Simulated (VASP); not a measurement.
# LiBe (Pm-3m) in VASP: vibrations by perturbation theory with PBE

Aim: the vibrations by perturbation theory of LiBe with PBE.

Everything below comes from runs of VASP 6.6.1. Logs are shortened: lines on timing, memory, paths and dates and some standing lists are left out, and cuts for length are marked.

**1. The cell of the first run**

The structure is cubic, space group Pm-3m (No. 221). The conventional cell has a = 2.811 Å, b = 2.811 Å, c = 2.811 Å, α = 90.00°, β = 90.00°, γ = 90.00°. Li (site symmetry m-3m) has 8 Be at 2.43 Å and 6 Li at 2.81 Å within 3.2 Å. Be (site symmetry m-3m) has 8 Li at 2.43 Å and 6 Be at 2.81 Å within 3.2 Å.

**2. Vibrations by perturbation theory, PBE**

INCAR reads:

```
SYSTEM = LiBe
PREC = Accurate
ENCUT = 750
EDIFF = 1E-8
ISMEAR = -1
SIGMA = 0.1
LREAL = .FALSE.
LASPH = .TRUE.
NELM = 120
ALGO = Normal
ISIF = 2
LWAVE = .FALSE.
LCHARG = .FALSE.
GGA = PE
IBRION = 8
NSW = 1
GGA_COMPAT = .FALSE.
```

KPOINTS reads:

```
regular mesh
0
G
  8 8 8
  0 0 0
```

POSCAR reads:

```
LiBe
1.0
    2.8111500000      0.0000000000      0.0000000000
    0.0000000000      2.8111500000      0.0000000000
    0.0000000000      0.0000000000      2.8111500000
Li Be
1 1
Direct
    0.0000000000      0.0000000000      0.0000000000
    0.5000000000      0.5000000000      0.5000000000
```

Potentials or basis: VASP PAW PBE potentials, release 64 (Li_sv, Be).

The run is started by

```bash
> cat potpaw_PBE.64/Li_sv/POTCAR potpaw_PBE.64/Be/POTCAR > POTCAR
> mpirun -np 1 vasp_std > vasp.out
```

OUTCAR:

```text
SYSTEM = LiBe
   PREC = Accurate
   ENCUT = 750
   EDIFF = 1E-8
   ISMEAR = -1
   LREAL = .FALSE.
   LASPH = .TRUE.
   NELM = 120
   ISIF = 2
   GGA = PE
   IBRION = 8
   NSW = 1

 ion  position               nearest neighbor table
   1  0.000  0.000  0.000-   2 2.43   2 2.43   2 2.43   2 2.43   2 2.43   2 2.43   2 2.43   2 2.43

   2  0.500  0.500  0.500-   1 2.43   1 2.43   1 2.43   1 2.43   1 2.43   1 2.43   1 2.43   1 2.43

  LATTYP: Found a simple cubic cell.
 ALAT       =     2.8111500000

  Lattice vectors:

 A1 = (   2.8111500000,   0.0000000000,   0.0000000000)
 A2 = (   0.0000000000,   2.8111500000,   0.0000000000)
 A3 = (   0.0000000000,   0.0000000000,   2.8111500000)

Analysis of symmetry for initial positions (statically):
=====================================================================
 Subroutine PRICEL returns:
 Original cell was already a primitive cell.

 Routine SETGRP: Setting up the symmetry group for a
 simple cubic supercell.

 Subroutine GETGRP returns: Found 48 space group operations
 (whereof 48 operations were pure point group operations)
 out of a pool of 48 trial point group operations.

The static configuration has the point symmetry O_h .

Analysis of symmetry for dynamics (positions and initial velocities):
=====================================================================
 Subroutine PRICEL returns:
 Original cell was already a primitive cell.

 Routine SETGRP: Setting up the symmetry group for a
 simple cubic supercell.

 Subroutine GETGRP returns: Found 48 space group operations
 (whereof 48 operations were pure point group operations)
 out of a pool of 48 trial point group operations.

The dynamic configuration has the point symmetry O_h .

 Subroutine INISYM returns: Found 48 space group operations
 (whereof 48 operations are pure point group operations),
 and found     1 'primitive' translations

----------------------------------------------------------------------------------------

                                     Primitive cell

  volume of cell :      22.2153

[... 374 lines left out ...]
 -----------------------------------------------------------------------------
  energy-cutoff  :      750.00
  volume of cell :       22.22
      direct lattice vectors                 reciprocal lattice vectors
     2.811150000  0.000000000  0.000000000     0.355726304  0.000000000  0.000000000
     0.000000000  2.811150000  0.000000000     0.000000000  0.355726304  0.000000000
     0.000000000  0.000000000  2.811150000     0.000000000  0.000000000  0.355726304

 POSITION                                       TOTAL-FORCE (eV/Angst)
 -----------------------------------------------------------------------------------
      0.00000      0.00000      0.00000         0.000000      0.000000      0.000000
      1.40558      1.40558      1.40558         0.000000      0.000000      0.000000
 -----------------------------------------------------------------------------------
    total drift:                               -0.000000     -0.000000     -0.000000

  FREE ENERGIE OF THE ION-ELECTRON SYSTEM (eV)
  ---------------------------------------------------
  free  energy   TOTEN  =        -4.9504609755 eV

  energy  without entropy=       -4.9234798009  energy(sigma->0) =       -4.93697039

[... ionic steps 2 to 3 ...]

--------------------------------------- Ionic step        4  -------------------------------------------

------------------------ aborting loop because EDIFF is reached ----------------------------------------

[... ionic steps 5 to 6 ...]

--------------------------------------- Ionic step        7  -------------------------------------------

 Free energy of the ion-electron system (eV)
  ---------------------------------------------------
  ---------------------------------------------------
  free energy    TOTEN  =        -0.00640597 eV

  energy without entropy =       -0.00640597

------------------------ aborting loop because EDIFF is reached ----------------------------------------

 INTERNAL STRAIN TENSOR  FOR ION    2  DIRECTION 1   (eV/Angst):
 -----------------------------------------------------------------------------
    -0.00675  0.00000  0.00000
     0.00000  0.00367  0.00000
    -0.00000  0.00000  0.00367

 INTERNAL STRAIN TENSOR FOR ION    2 for displacements in x,y,z  (eV/Angst):
          X           Y           Z          XY          YZ          ZX
  --------------------------------------------------------------------------------
  x     0.00000     0.00000     0.00000     0.00000     0.00000     0.00000
  y     0.00000     0.00000     0.00000     0.00000     0.00000     0.00000
  z     0.00000     0.00000     0.00000     0.00000     0.00000     0.00000

 SECOND DERIVATIVES (NOT SYMMETRIZED)
 ------------------------------------
               1X          1Y          1Z          2X          2Y          2Z
  1X    -4.484548   -0.000000   -0.000000    4.484548    0.000000    0.000000
  1Y    -0.000000   -4.484548   -0.000000    0.000000    4.484548    0.000000
  1Z    -0.000000   -0.000000   -4.484548    0.000000    0.000000    4.484548
  2X     4.464391   -0.000000   -0.000000   -4.464391    0.000000    0.000000
  2Y    -0.000000    4.464391   -0.000000    0.000000   -4.464391    0.000000
  2Z    -0.000000   -0.000000    4.464391    0.000000    0.000000   -4.464391

 Eigenvectors and eigenvalues of the dynamical matrix
 ----------------------------------------------------

   1 f  =   16.655633 THz   104.650426 2PiTHz  555.572099 cm-1    68.882130 meV
             X         Y         Z           dx          dy          dz
      0.000000  0.000000  0.000000    -0.000000    0.750741   -0.000000
      1.405575  1.405575  1.405575    -0.000000   -0.660597    0.000000
[... 21 lines left out ...]
   6 f/i=    0.018605 THz     0.116898 2PiTHz    0.620593 cm-1     0.076944 meV
             X         Y         Z           dx          dy          dz
      0.000000  0.000000  0.000000    -0.000000   -0.000000   -0.660597
      1.405575  1.405575  1.405575    -0.000000    0.000000   -0.750741

--------------------------------------------------------------------------------------------------------

 ELASTIC MODULI CONTR FROM IONIC RELAXATION (kBar)
 Direction    XX          YY          ZZ          XY          YZ          ZX
 --------------------------------------------------------------------------------
 XX           0.0000      0.0000      0.0000      0.0000      0.0000      0.0000
 YY           0.0000      0.0000      0.0000      0.0000      0.0000      0.0000
 ZZ           0.0000      0.0000      0.0000      0.0000      0.0000      0.0000
 XY           0.0000      0.0000      0.0000      0.0000      0.0000      0.0000
 YZ           0.0000      0.0000      0.0000      0.0000      0.0000      0.0000
 ZX           0.0000      0.0000      0.0000      0.0000      0.0000      0.0000
 --------------------------------------------------------------------------------
```

OSZICAR:

```text
N       E                     dE             d eps       ncg     rms          rms(c)
DAV:   1     0.379002830160E+01    0.37900E+01   -0.19362E+03   420   0.837E+02
DAV:   2    -0.467200005333E+01   -0.84620E+01   -0.77531E+01   612   0.997E+01
DAV:   3    -0.493507915047E+01   -0.26308E+00   -0.26238E+00   552   0.168E+01
DAV:   4    -0.495505091481E+01   -0.19972E-01   -0.19967E-01   630   0.399E+00
[... 55 lines left out ...]
RMM:   4    -0.640758956768E-02   -0.85004E-04   -0.10200E-05  1722   0.319E-02    0.157E-03
RMM:   5    -0.640648677304E-02    0.11028E-05   -0.10002E-06  1871   0.798E-03    0.368E-04
RMM:   6    -0.640602526161E-02    0.46151E-06   -0.72498E-08  1854   0.245E-03    0.857E-05
RMM:   7    -0.640588895147E-02    0.13631E-06    0.50287E-09  1944   0.513E-04    0.450E-05
RMM:   8    -0.640598057915E-02   -0.91628E-07    0.13740E-10  1851   0.189E-04    0.634E-06
RMM:   9    -0.640597403704E-02    0.65421E-08    0.57095E-09  1908   0.492E-05    0.265E-06
 Linear response finished
```

Wall time 61 s (1 thread of Intel Xeon 8259CL, shared host); peak memory 0.2 GiB.

Results:

```yaml
Highest_phonon_frequency_at_Γ: 556 cm⁻¹
```

Phonon frequencies in cm⁻¹ (negative: imaginary):
| q point | frequencies |
| --- | --- |
| (0.000, 0.000, 0.000) | -1 -1 -1 556 556 556 |
